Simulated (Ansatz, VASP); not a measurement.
## One calculation of K, two programs

```
K
1.0
     4.89709    0.00000    0.00000
    -2.44855    4.24101    0.00000
     0.00000    0.00000   15.97601
K
4
Cartesian
  4.8971 0.0000 0.0000
  4.8971 0.0000 7.9880
  0.0000 2.8273 3.9940
  2.4485 1.4137 11.9820
```

Alike in both runs: task single point; functional PBE; k mesh 9 × 9 × 3; occupations fermi-dirac, width 0.1 eV; no spin polarisation.

|  | VASP | Ansatz |
| --- | --- | --- |
| version | VASP 6.6.1 | Ansatz 0.2.0 |
| potentials or method | VASP PAW PBE potentials, release 64 (K_sv), cutoff 520 eV | plane waves (420 eV) with PAW, scalar-relativistic |
| valence electrons in the cell | 36 | 36 |

```tsv
	VASP	Ansatz	Ansatz less VASP
pressure (GPa)	-0.3	-0.3	+0.01
```

The functional is the same, so the differences come from potentials, cutoffs and numerics.
